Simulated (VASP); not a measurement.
Set up this calculation in VASP 6.6.1, as the native input.

```yaml
Task: relaxation of cell and atoms
Functional: PBE
Potentials_or_basis: VASP PAW PBE potentials, release 64 (C_h)
Cutoff: 1300 eV
k_mesh: 10 × 10 × 6
Occupations: gaussian, width 0.1 eV
Spin: no spin polarisation
Dipole_correction: no
Further_INCAR_settings: ALGO = Normal; EDIFF = 1e-07; IBRION = 2; EDIFFG = -0.04; NSW = 90; ISIF = 3
```

The structure of C lies in POSCAR:

```
C
1.0
    1.7277330500      0.0000000000      0.0000000000
    0.0000000000      1.7277330500      0.0000000000
    0.0000000000      0.0000000000      3.7356940900
C
2
Direct
    0.0000000000      0.0000000000      0.8136955500
    0.0000000000      0.0000000000      0.1863044500
```

The cell was generated, and may not be a known phase.

One way to write it, as run:

INCAR

```
  PREC = Accurate
  ENCUT = 1300
  EDIFF = 1E-7
  ISMEAR = 0
  SIGMA = 0.1
  LREAL = False
  LASPH = True
  NELM = 120
  ALGO = Normal
  ISIF = 3
  LWAVE = False
  LCHARG = False
  GGA = PE
  IBRION = 2
  NSW = 90
  EDIFFG = -0.04
  GGA_COMPAT = False
  NELMIN = 4
```

KPOINTS

```
regular mesh
0
Gamma
  10 10 6
```

Potentials or basis: VASP PAW PBE potentials, release 64 (C_h).

Launch:

```console
$ cat potpaw_PBE.64/C_h/POTCAR > POTCAR
$ mpirun -np 1 vasp_std > vasp.out
```

It gave:

* Relaxed volume: 7.11 Å³/atom
* Relaxed cell: a = 1.788 Å, b = 1.788 Å, c = 4.448 Å, α = 90.00°, β = 90.00°, γ = 90.00°
* Space group after relaxing (to 0.1 Å): P4/mmm (No. 123)
* Energy gained by relaxing: 217.8 meV/atom
* Ionic steps: 23
* Pressure after relaxing: 0.0 GPa
* Largest force after relaxing: 0.008 eV/Å
* Band gap on the k mesh: zero (bands 4 and 5 overlap by 9.47 eV)

Caveat: the k points lie up to 0.35 Å⁻¹ apart in the final cell, too coarse for converged energies and pressures of a metal; the volume moved by over 15 % at a fixed basis, so the end points are rough.

It took 3.6 min on 1 thread of Intel(R) Xeon(R) Platinum 8259CL CPU @ 2.50GHz (Skylake/Cascade Lake) (shared host), peak memory 0.15 GiB.
